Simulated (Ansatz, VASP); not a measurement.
Ta2C in VASP and in Ansatz

```xyz
3
Lattice="2.9405 0.0000 0.0000 -1.4703 2.5466 0.0000 0.0000 0.0000 4.9211" Properties=species:S:1:pos:R:3 pbc="T T T"
Ta    0.0000    1.6977    1.2444
Ta    1.4703    0.8489    3.6767
C     0.0000    0.0000    0.0000
```

Change from the starting cell: strain -0.050 along x and y, +0.000 along z, atoms carried along.

Alike in both runs: task single point; functional PBEsol; k mesh 18 × 18 × 10; occupations gaussian, width 0.15 eV; no spin polarisation.

|  | VASP | Ansatz |
| --- | --- | --- |
| version | VASP 6.6.1 | Ansatz 0.2.0 |
| potentials or method | VASP PAW PBE potentials, release 64 (Ta_pv, C), cutoff 520 eV | scalar-relativistic, plane waves, PAW |
| valence electrons in the cell | 26 | 30 |

|  | VASP | Ansatz | Ansatz less VASP |
| --- | --- | --- | --- |
| gap on the k mesh at the Fermi level (eV) | none | none | - |
| pressure (GPa) | 37.5 | 36.6 | -0.94 |
| traceless stress, the component that is largest in VASP (GPa) | -14.78 | -14.76 | +0.022 |
| rms of the force components (eV/Å) | 0.473 | 0.442 | -0.0314 |

VASP's potentials were made for PBE, not for PBEsol. Atom by atom the forces differ by 0.031 eV/Å (rms over components). A gap of «none» marks a metal or a gap that the smearing closes. Both programs put the cell under a high pressure, so it lies far from rest at this level. VASP's potentials hold 26 valence electrons a cell and Ansatz's 30, so a difference there can come from the potentials and not from the codes.

Neither program's run includes spin-orbit coupling.
